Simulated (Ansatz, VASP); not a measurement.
SnTe: VASP beside Ansatz

Contents of INCAR:

```
SYSTEM = SnTe
PREC     = Accurate       ! precision mode
ENCUT    = 600            ! plane-wave cutoff, eV
EDIFF    = 1E-7           ! SCF threshold, eV
ISMEAR   = 0              ! smearing method
SIGMA    = 0.01           ! smearing width, eV
LREAL    = .FALSE.        ! projectors in reciprocal space
LASPH    = .TRUE.         ! aspherical terms in the spheres
NELM     = 100            ! most SCF steps
ALGO     = Normal         ! electronic algorithm
ISIF     = 3              ! what is computed and relaxed
LWAVE    = .FALSE.        ! write WAVECAR
LCHARG   = .FALSE.        ! write CHGCAR
GGA      = PE             ! functional
IBRION   = 2              ! ionic algorithm
NSW      = 65             ! ionic steps
EDIFFG   = -0.01          ! ionic threshold
```

Contents of KPOINTS:

```
Automatic mesh
0
G
  12 12 6
  0 0 0
```

File POSCAR:

```
SnTe
1.0
    4.5323837212      0.0000000000      0.0000000000
   -2.2661918606      3.9251594423      0.0000000000
    0.0000000000      0.0000000000      7.4029699012
Sn Te
2 2
Direct
    0.0000000000      0.0000000000      0.0000000000
    0.3333333333      0.6666666667      0.5000000000
    0.6666666667      0.3333333333      0.2500000000
    0.6666666667      0.3333333333      0.7500000000
```

Input for Ansatz:

```yaml
crystal:
  lattice:
    - [4.5323837212, 0.0, 0.0]
    - [-2.2661918606, 3.9251594423, 0.0]
    - [0.0, 0.0, 7.4029699012]
  atoms:
    - { symbol: Sn, position: [0.0, 0.0, 0.0] }
    - { symbol: Te, position: [0.6666666667, 0.3333333333, 0.25] }
    - { symbol: Sn, position: [0.3333333333, 0.6666666667, 0.5] }
    - { symbol: Te, position: [0.6666666667, 0.3333333333, 0.75] }
basis:
  ecutwfc: 420
kpoints:
  mp_grid: { grid: [12, 12, 6] }
hamiltonian:
  xc: pbe
scf:
  occupations: { method: gaussian, width: 0.01 }
output:
  forces: true
  stress: true
  eigenvalues: true
  populations: true
relax:
  adjacent_minimum: "off"
  f_tol: 0.01
  max_steps: 45
  cell: { stress_tol: 0.05 }
```

Alike in both runs: task relaxation of cell and atoms; functional PBE; k mesh 12 × 12 × 6; occupations gaussian, width 0.01 eV; no spin polarisation.

```csv
,VASP,Ansatz
version,VASP 6.6.1,Ansatz 0.2.0
potentials or method,"VASP PAW PBE potentials, release 64 (Sn_d, Te), cutoff 600 eV","scalar-relativistic, plane waves, PAW"
valence electrons in the cell,40,60
```

Ansatz gave:

```
gap on the k mesh at the Fermi level, each at its own relaxed structure (eV) : none
relaxed volume (Å³/atom)                                                     : 33.31
relaxed cell length with the largest relative difference (Å)                 : 8.002
```

Question: What did VASP give for the same quantities?

Answer: gap on the k mesh at the Fermi level, each at its own relaxed structure (eV): none; relaxed volume (Å³/atom): 33.32; relaxed cell length with the largest relative difference (Å): 8.006.

A gap of «none» marks a metal or a gap that the smearing closes. VASP's potentials hold 40 valence electrons a cell and Ansatz's 60, so a difference there can come from the potentials and not from the codes.

Neither program's run includes spin-orbit coupling.
